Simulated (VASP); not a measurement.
# TiH2 (Pn-3m) in VASP: a series of runs, part 2 of 2

VASP 6.6.1.

## 3. Single point, r2SCAN

This run uses another cell than the first one, of 9.80 Å³/atom, 1.294 times its volume.

File POSCAR:

```
TiH2
1.0
    3.8888013524      0.0000000000      0.0000000000
    0.0000000000      3.8888013524      0.0000000000
    0.0000000000      0.0000000000      3.8888013524
Ti H
2 4
Direct
    0.0000000000      0.0000000000      0.0000000000
    0.5000000000      0.5000000000      0.5000000000
    0.2500000000      0.2500000000      0.2500000000
    0.2500000000      0.7500000000      0.7500000000
    0.7500000000      0.7500000000      0.2500000000
    0.7500000000      0.2500000000      0.7500000000
```

File INCAR.step1:

```
PREC = Accurate
ENCUT = 520
ISMEAR = 0
SIGMA = 0.1
LREAL = False
LASPH = True
NELM = 60
NBANDS = 23
GGA = PE
ALGO = Normal
EDIFF = 1E-4
LWAVE = True
LCHARG = False
```

File INCAR.step2:

```
PREC = Accurate
ENCUT = 520
EDIFF = 1E-6
ISMEAR = 0
SIGMA = 0.1
LREAL = False
LASPH = True
NELM = 60
ALGO = Normal
ISIF = 2
LWAVE = False
LCHARG = True
METAGGA = R2SCAN
LMIXTAU = True
LELF = True
LVHAR = True
NBANDS = 23
ISTART = 1
```

File KPOINTS:

```
Automatic mesh
0
Gamma
  6 6 6
```

Potentials or basis: VASP PAW PBE potentials, release 64 (Ti_sv, H).

Command:

```bash
> cat potpaw_PBE.64/Ti_sv/POTCAR potpaw_PBE.64/H/POTCAR > POTCAR
> cp INCAR.step1 INCAR
> mpirun -np 1 vasp_std > vasp.out
> cp INCAR.step2 INCAR
> mpirun -np 1 vasp_std > vasp.out
```

OUTCAR:

```text
PREC = Accurate
   ENCUT = 520
   EDIFF = 1E-6
   ISMEAR = 0
   LREAL = False
   LASPH = True
   NELM = 60
   ISIF = 2
   METAGGA = R2SCAN
   ISTART = 1

 ion  position               nearest neighbor table
   1  0.000  0.000  0.000-   3 1.68   4 1.68   5 1.68   6 1.68
   2  0.500  0.500  0.500-   3 1.68   4 1.68   5 1.68   6 1.68
   3  0.250  0.250  0.250-   1 1.68   2 1.68
   4  0.250  0.750  0.750-   1 1.68   2 1.68
   5  0.750  0.750  0.250-   1 1.68   2 1.68
   6  0.750  0.250  0.750-   1 1.68   2 1.68

[... 721 lines left out ...]
  -------------------------------------------------------------------------------------
  Total        0.0335691      0.0335691      0.0335691      0.0000000     -0.0000000      0.0000000
  in kB        0.9145393      0.9145393      0.9145393      0.0000000     -0.0000000      0.0000000
  external PRESSURE =       0.9145393 kB  Pullay stress =       0.0000000 kB

 VOLUME and BASIS-vectors are now :
 -----------------------------------------------------------------------------
  energy-cutoff  :      520.00
  volume of cell :       58.81
      direct lattice vectors                 reciprocal lattice vectors
     3.888801352  0.000000000  0.000000000     0.257148645  0.000000000  0.000000000
     0.000000000  3.888801352  0.000000000     0.000000000  0.257148645  0.000000000
     0.000000000  0.000000000  3.888801352     0.000000000  0.000000000  0.257148645

 POSITION                                       TOTAL-FORCE (eV/Angst)
 -----------------------------------------------------------------------------------
      0.00000      0.00000      0.00000        -0.000000     -0.000000      0.000000
      1.94440      1.94440      1.94440         0.000000      0.000000     -0.000000
      0.97220      0.97220      0.97220         0.000000     -0.000000      0.000000
      0.97220      2.91660      2.91660        -0.000000     -0.000000     -0.000000
      2.91660      2.91660      0.97220        -0.000000     -0.000000     -0.000000
      2.91660      0.97220      2.91660        -0.000000      0.000000      0.000000
 -----------------------------------------------------------------------------------
    total drift:                                0.000000      0.000000      0.000000

  FREE ENERGIE OF THE ION-ELECTRON SYSTEM (eV)
  ---------------------------------------------------
  free  energy   TOTEN  =       -38.5704142628 eV

  energy  without entropy=      -38.5669413261  energy(sigma->0) =      -38.56867779
```

OUTCAR.step1:

```text
PREC = Accurate
   ENCUT = 520
   ISMEAR = 0
   LREAL = False
   LASPH = True
[... 751 lines left out ...]
      0.97220      0.97220      0.97220        -0.000000      0.000000      0.000000
      0.97220      2.91660      2.91660        -0.000000      0.000000     -0.000000
      2.91660      2.91660      0.97220         0.000000     -0.000000     -0.000000
      2.91660      0.97220      2.91660         0.000000      0.000000      0.000000
 -----------------------------------------------------------------------------------
    total drift:                                0.000000      0.000000      0.000000

  FREE ENERGIE OF THE ION-ELECTRON SYSTEM (eV)
  ---------------------------------------------------
  free  energy   TOTEN  =       -27.8861847408 eV

  energy  without entropy=      -27.8816264883  energy(sigma->0) =      -27.88390561
```

OSZICAR.step1:

```text
N       E                     dE             d eps       ncg     rms          rms(c)
DAV:   1     0.302698671068E+03    0.30270E+03   -0.14109E+04   920   0.135E+03
DAV:   2    -0.364446336002E+01   -0.30634E+03   -0.29730E+03   955   0.413E+02
DAV:   3    -0.316384283070E+02   -0.27994E+02   -0.27490E+02  1620   0.116E+02
DAV:   4    -0.334055625499E+02   -0.17671E+01   -0.17587E+01  1210   0.243E+01
DAV:   5    -0.335008943832E+02   -0.95332E-01   -0.95325E-01  1328   0.433E+00    0.177E+01
DAV:   6    -0.280748522305E+02    0.54260E+01   -0.18609E+01  1039   0.384E+01    0.394E+00
DAV:   7    -0.279114112836E+02    0.16344E+00   -0.13228E+00  1357   0.681E+00    0.255E+00
DAV:   8    -0.278817906969E+02    0.29621E-01   -0.23022E-01  1119   0.419E+00    0.700E-01
DAV:   9    -0.278854639038E+02   -0.36732E-02   -0.19912E-02  1311   0.111E+00    0.337E-01
DAV:  10    -0.278862209478E+02   -0.75704E-03   -0.53351E-03  1121   0.713E-01    0.563E-02
DAV:  11    -0.278861847408E+02    0.36207E-04   -0.37388E-04  1003   0.195E-01
   1 F= -.27886185E+02 E0= -.27883906E+02  d E =-.455825E-02
```

It took 73 s on 1 thread of AMD EPYC 9R45 (Zen 5), shared host; peak memory 0.15 GiB.

Results:

| Quantity | Value |
| --- | --- |
| Free energy | -38.5704 eV |
| Pressure | 0.1 GPa |
| Band gap on the k mesh | zero (band 14 reaches 4.68 eV, above the bottom of band 15 at 3.73 eV) |

Caveat: the PAW data sets were made with another functional, which shifts forces and pressure a little.

## 4. Single point, r2SCAN

This run uses another cell than the first one, of 9.80 Å³/atom, 1.294 times its volume.

POSCAR is that of step 3.

File INCAR.step1:

```
SYSTEM = TiH2
PREC     = Accurate       ! precision mode
ENCUT    = 520            ! plane-wave cutoff, eV
ISMEAR   = 0              ! smearing method
SIGMA    = 0.1            ! smearing width, eV
LREAL    = .FALSE.        ! projectors in reciprocal space
LASPH    = .TRUE.         ! aspherical terms in the spheres
NELM     = 100            ! most SCF steps
NBANDS   = 23             ! bands
GGA      = PE             ! functional
ALGO     = Normal         ! electronic algorithm
EDIFF    = 1E-4           ! SCF threshold, eV
LWAVE    = .TRUE.         ! write WAVECAR
LCHARG   = .FALSE.        ! write CHGCAR
```

File INCAR.step2:

```
SYSTEM = TiH2
PREC     = Accurate       ! precision mode
ENCUT    = 520            ! plane-wave cutoff, eV
EDIFF    = 1E-7           ! SCF threshold, eV
ISMEAR   = 0              ! smearing method
SIGMA    = 0.1            ! smearing width, eV
LREAL    = .FALSE.        ! projectors in reciprocal space
LASPH    = .TRUE.         ! aspherical terms in the spheres
NELM     = 100            ! most SCF steps
ALGO     = Normal         ! electronic algorithm
ISIF     = 2              ! what is computed and relaxed
LWAVE    = .FALSE.        ! write WAVECAR
LCHARG   = .FALSE.        ! write CHGCAR
METAGGA  = R2SCAN         ! meta-GGA
LMIXTAU  = .TRUE.       
NBANDS   = 23             ! bands
ISTART   = 1
```

File KPOINTS:

```
regular mesh
0
G
  10 10 10
  0 0 0
```

Command:

```bash
> cat potpaw_PBE.64/Ti_sv/POTCAR potpaw_PBE.64/H/POTCAR > POTCAR
> cp INCAR.step1 INCAR
> mpirun -np 1 vasp_std > vasp.out
> cp INCAR.step2 INCAR
> mpirun -np 1 vasp_std > vasp.out
```

Run time: 3.3 min. Hardware: 1 thread of AMD EPYC 9R45 (Zen 5), shared host; peak memory 0.18 GiB.

It converged, with:

- Free energy: -38.5724 eV
- Pressure: 0.1 GPa
- Band gap on the k mesh: zero (band 14 reaches 4.69 eV, above the bottom of band 15 at 3.74 eV)

Levels at points of the mesh, in eV from the Fermi level:
```csv
k point,band 10,band 11,band 12,band 13,band 14,band 15,band 16,band 17,band 18,band 19
"(0.00, 0.00, 0.00)",-4.01,-4.01,-4.01,-1.28,-1.28,1.69,1.69,1.72,1.72,1.72
"(0.50, 0.00, 0.00)",-6.50,-4.26,-4.26,0.11,0.11,0.27,0.27,0.49,0.49,1.74
"(0.50, 0.50, 0.00)",-5.49,-5.37,-5.37,-0.30,-0.30,1.05,1.05,1.74,1.74,1.93
"(0.50, 0.50, 0.50)",-5.53,-5.53,-3.34,-0.83,-0.83,-0.83,1.70,1.70,1.84,1.84
```

Caveat: the PAW data sets were made with another functional, which shifts forces and pressure a little.

## 5. The runs side by side

```csv
cell,k mesh,gap on the mesh (eV),pressure (GPa)
"a = 3.569 Å, 6 atoms",6 × 6 × 6,none,32.1
"a = 3.889 Å, 6 atoms",6 × 6 × 6,none,0.1
"a = 3.889 Å, 6 atoms",10 × 10 × 10,none,0.1
```

Alike in all rows: task single point; level r2SCAN; potentials or basis VASP PAW PBE potentials, release 64 (Ti_sv, H); no spin polarisation; cutoff (eV) 520; smearing gaussian 0.1 eV.

Caveats: the PAW data sets were made with another functional, which shifts forces and pressure a little.

Total energies depend on the potentials used, so only differences within one code and one set of settings carry meaning.
